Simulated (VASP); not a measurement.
# Sn (Im-3m) in VASP: relaxation of cell and atoms with PBE

Aim: the relaxation of cell and atoms of Sn with PBE.

Everything below comes from runs of VASP 6.6.1. Logs are shortened: lines on timing, memory, paths and dates and some standing lists are left out, and cuts for length are marked.

## 1. The cell of the first run

It takes space group Im-3m (No. 229, cubic). The conventional cell has a = 8.214 Å, b = 8.214 Å, c = 8.214 Å, α = 90.00°, β = 90.00°, γ = 90.00°. Sn (site symmetry -4m2) has 4 Sn at 2.90 Å within 3.8 Å.

## 2. Relaxation of cell and atoms, PBE

The input, INCAR:

```
ALGO = Normal
EDIFF = 1E-7
EDIFFG = -0.01
ENCUT = 600
GGA = PE
IBRION = 2
ISIF = 3
ISMEAR = 0
LASPH = True
LCHARG = False
LREAL = False
LWAVE = False
NELM = 100
NSW = 100
PREC = Accurate
SIGMA = 0.1
```

The input, KPOINTS:

```
k-points
0
Gamma
  8 8 8
```

The input, POSCAR:

```
Sn
1.0
   -4.1070608372      4.1070608372      4.1070608372
    4.1070608372     -4.1070608372      4.1070608372
    4.1070608372      4.1070608372     -4.1070608372
Sn
6
Direct
    0.7500000000      0.2500000000      0.5000000000
    0.2500000000      0.7500000000      0.5000000000
    0.5000000000      0.2500000000      0.7500000000
    0.7500000000      0.5000000000      0.2500000000
    0.5000000000      0.7500000000      0.2500000000
    0.2500000000      0.5000000000      0.7500000000
```

Potentials or basis: VASP PAW PBE potentials, release 64 (Sn_d).

Run with:

```
$ cat potpaw_PBE.64/Sn_d/POTCAR > POTCAR
$ mpirun -np 1 vasp_std > vasp.out
```

OUTCAR:

```text
EDIFF = 1E-7
   EDIFFG = -0.01
   ENCUT = 600
   GGA = PE
   IBRION = 2
   ISIF = 3
   ISMEAR = 0
   LASPH = True
   LREAL = False
   NELM = 100
   NSW = 100
   PREC = Accurate

 ion  position               nearest neighbor table
   1  0.750  0.250  0.500-   3 2.90   4 2.90   6 2.90   5 2.90
   2  0.250  0.750  0.500-   3 2.90   5 2.90   6 2.90   4 2.90
   3  0.500  0.250  0.750-   1 2.90   4 2.90   6 2.90   2 2.90
   4  0.750  0.500  0.250-   1 2.90   2 2.90   5 2.90   3 2.90
   5  0.500  0.750  0.250-   1 2.90   2 2.90   4 2.90   6 2.90
   6  0.250  0.500  0.750-   2 2.90   3 2.90   5 2.90   1 2.90

  LATTYP: Found a body centered cubic cell.
 ALAT       =     8.2141216744

  Lattice vectors:

 A1 = (  -4.1070608372,   4.1070608372,   4.1070608372)
 A2 = (   4.1070608372,  -4.1070608372,   4.1070608372)
 A3 = (   4.1070608372,   4.1070608372,  -4.1070608372)

Analysis of symmetry for initial positions (statically):
=====================================================================
 Subroutine PRICEL returns:
 Original cell was already a primitive cell.

 Routine SETGRP: Setting up the symmetry group for a
 body centered cubic supercell.

 Subroutine GETGRP returns: Found 48 space group operations
 (whereof 48 operations were pure point group operations)
 out of a pool of 48 trial point group operations.

The static configuration has the point symmetry O_h .

Analysis of symmetry for dynamics (positions and initial velocities):
=====================================================================
 Subroutine PRICEL returns:
 Original cell was already a primitive cell.

 Routine SETGRP: Setting up the symmetry group for a
 body centered cubic supercell.

 Subroutine GETGRP returns: Found 48 space group operations
 (whereof 48 operations were pure point group operations)
 out of a pool of 48 trial point group operations.

The dynamic configuration has the point symmetry O_h .

 Subroutine INISYM returns: Found 48 space group operations
 (whereof 48 operations are pure point group operations),
 and found     1 'primitive' translations

[... 162 lines left out ...]
  external PRESSURE =      -1.1995308 kB  Pullay stress =       0.0000000 kB

 VOLUME and BASIS-vectors are now :
 -----------------------------------------------------------------------------
  energy-cutoff  :      600.00
  volume of cell :      277.11
      direct lattice vectors                 reciprocal lattice vectors
    -4.107060837  4.107060837  4.107060837     0.000000000  0.121741562  0.121741562
     4.107060837 -4.107060837  4.107060837     0.121741562  0.000000000  0.121741562
     4.107060837  4.107060837 -4.107060837     0.121741562  0.121741562  0.000000000

 POSITION                                       TOTAL-FORCE (eV/Angst)
 -----------------------------------------------------------------------------------
     -0.00000      4.10706      2.05353        -0.000000      0.000000     -0.000000
      4.10706     -0.00000      2.05353         0.000000     -0.000000     -0.000000
      2.05353      4.10706      0.00000        -0.000000      0.000000      0.000000
     -0.00000      2.05353      4.10706        -0.000000      0.000000     -0.000000
      2.05353     -0.00000      4.10706        -0.000000     -0.000000     -0.000000
      4.10706      2.05353      0.00000         0.000000     -0.000000      0.000000
 -----------------------------------------------------------------------------------
    total drift:                               -0.000000     -0.000000      0.000000

  FREE ENERGIE OF THE ION-ELECTRON SYSTEM (eV)
  ---------------------------------------------------
  free  energy   TOTEN  =       -22.2367475230 eV

  energy  without entropy=      -22.2359056570  energy(sigma->0) =      -22.23632659

--------------------------------------- Ionic step        2  -------------------------------------------

 number of electron      83.9999993 magnetization

 Free energy of the ion-electron system (eV)
  ---------------------------------------------------
  ext. energy  EPLUGINS =         0.00000000
  ---------------------------------------------------
  free energy    TOTEN  =       -22.23717036 eV

  energy without entropy =      -22.23631225  energy(sigma->0) =      -22.23674130

 E-fermi :   3.1753     XC(G=0):  -7.2761

 val. band max:        3.1216608121   @ k =   0.5000   0.5000   0.5000
 cond. band min:       3.3074583626   @ k =  -0.3750   0.3750   0.3750
 fundamental gap:      0.1857975505
 Fermi energy:         3.1753359115

 k-point     1 :       0.0000    0.0000    0.0000
  band No.  band energies     occupation
      1     -18.4322      2.00000
      2     -18.4322      2.00000
      3     -18.4322      2.00000
      4     -18.3977      2.00000
      5     -18.3849      2.00000
      6     -18.3849      2.00000
[... 1261 lines left out ...]
     49       6.9586      0.00000
     50       7.1655      0.00000

 [... further k-points ...]
[... 5 lines left out ...]
  --------------------------------------------------------------------------------------
  -------------------------------------------------------------------------------------
  Total        0.0349753      0.0349753      0.0349753      0.0000000     -0.0000000      0.0000000
  in kB        0.2032328      0.2032328      0.2032328      0.0000000     -0.0000000      0.0000000
  external PRESSURE =       0.2032328 kB  Pullay stress =       0.0000000 kB

 VOLUME and BASIS-vectors are now :
 -----------------------------------------------------------------------------
  energy-cutoff  :      600.00
  volume of cell :      275.73
      direct lattice vectors                 reciprocal lattice vectors
    -4.100209658  4.100209658  4.100209658     0.000000000  0.121944984  0.121944984
     4.100209658 -4.100209658  4.100209658     0.121944984  0.000000000  0.121944984
     4.100209658  4.100209658 -4.100209658     0.121944984  0.121944984  0.000000000

 POSITION                                       TOTAL-FORCE (eV/Angst)
 -----------------------------------------------------------------------------------
      0.00000      4.10021      2.05010         0.000000     -0.000000      0.000000
      4.10021      0.00000      2.05010        -0.000000      0.000000      0.000000
      2.05010      4.10021      0.00000        -0.000000      0.000000     -0.000000
      0.00000      2.05010      4.10021         0.000000     -0.000000      0.000000
      2.05010      0.00000      4.10021        -0.000000      0.000000     -0.000000
      4.10021      2.05010      0.00000        -0.000000     -0.000000     -0.000000
 -----------------------------------------------------------------------------------
    total drift:                               -0.000000     -0.000000      0.000000

  FREE ENERGIE OF THE ION-ELECTRON SYSTEM (eV)
  ---------------------------------------------------
  free  energy   TOTEN  =       -22.2371703575 eV

  energy  without entropy=      -22.2363122468  energy(sigma->0) =      -22.23674130

 reached required accuracy - stopping structural energy minimisation
```

CONTCAR:

```text
Sn
   1.00000000000000
    -4.1002096584992689    4.1002096584992689    4.1002096584992689
     4.1002096584992689   -4.1002096584992689    4.1002096584992689
     4.1002096584992689    4.1002096584992689   -4.1002096584992689
  Sn
     6
Direct
     0.7500000000000000    0.2500000000000000    0.5000000000000000
     0.2500000000000000    0.7500000000000000    0.5000000000000000
     0.5000000000000000    0.2500000000000000    0.7500000000000000
     0.7500000000000000    0.5000000000000000    0.2500000000000000
     0.5000000000000000    0.7500000000000000    0.2500000000000000
     0.2500000000000000    0.5000000000000000    0.7500000000000000

  0.00000000E+00  0.00000000E+00  0.00000000E+00
  0.00000000E+00  0.00000000E+00  0.00000000E+00
  0.00000000E+00  0.00000000E+00  0.00000000E+00
  0.00000000E+00  0.00000000E+00  0.00000000E+00
  0.00000000E+00  0.00000000E+00  0.00000000E+00
  0.00000000E+00  0.00000000E+00  0.00000000E+00
```

Wall time 19 min (1 thread of Intel Xeon Platinum 8259CL at 2.50GHz (Skylake/Cascade Lake), shared host); peak memory 0.73 GiB.

What came out:

```yaml
Free_energy: -22.2372 eV
Relaxed_volume: 45.95 Å³/atom
Relaxed_cell: a = 7.102 Å, b = 7.102 Å, c = 7.102 Å, α = 109.47°, β = 109.47°, γ = 109.47°
Space_group_after_relaxing_to_0.05_Å: Im-3m (No. 229)
Energy_gained_by_relaxing: 0.1 meV/atom
Ionic_steps: 2
Pressure_after_relaxing: 0.0 GPa
Band_gap_on_the_k_mesh: zero (filled and empty bands touch)
```

Step by step:
```tsv
step	energy change (eV)	largest force (eV/Å)	pressure (GPa)	volume (Å³)
1	0.0000	0.0000	-0.12	277.11
2	-0.0004	0.0000	0.02	275.73
```

Final structure:
```yaml
crystal:
  lattice:
    - [-4.10021, 4.10021, 4.10021]
    - [4.10021, -4.10021, 4.10021]
    - [4.10021, 4.10021, -4.10021]
  atoms:
    - { symbol: Sn, position: [0.75000, 0.25000, 0.50000] }
    - { symbol: Sn, position: [0.25000, 0.75000, 0.50000] }
    - { symbol: Sn, position: [0.50000, 0.25000, 0.75000] }
    - { symbol: Sn, position: [0.75000, 0.50000, 0.25000] }
    - { symbol: Sn, position: [0.50000, 0.75000, 0.25000] }
    - { symbol: Sn, position: [0.25000, 0.50000, 0.75000] }
```

Levels at points of the mesh, in eV from the Fermi level:
| k point | band 40 | band 41 | band 42 | band 43 | band 44 | band 45 |
| --- | --- | --- | --- | --- | --- | --- |
| (0.00, 0.00, 0.00) | -1.56 | -1.56 | -1.56 | 1.00 | 1.00 | 2.11 |
| (0.50, 0.00, 0.00) | -1.50 | -1.01 | -0.62 | 0.83 | 1.17 | 1.96 |
| (0.50, 0.50, 0.50) | -1.31 | -0.05 | -0.05 | -0.05 | 0.18 | 0.18 |

Caveat: spin-orbit coupling is left out, which moves the levels of the heavy elements.
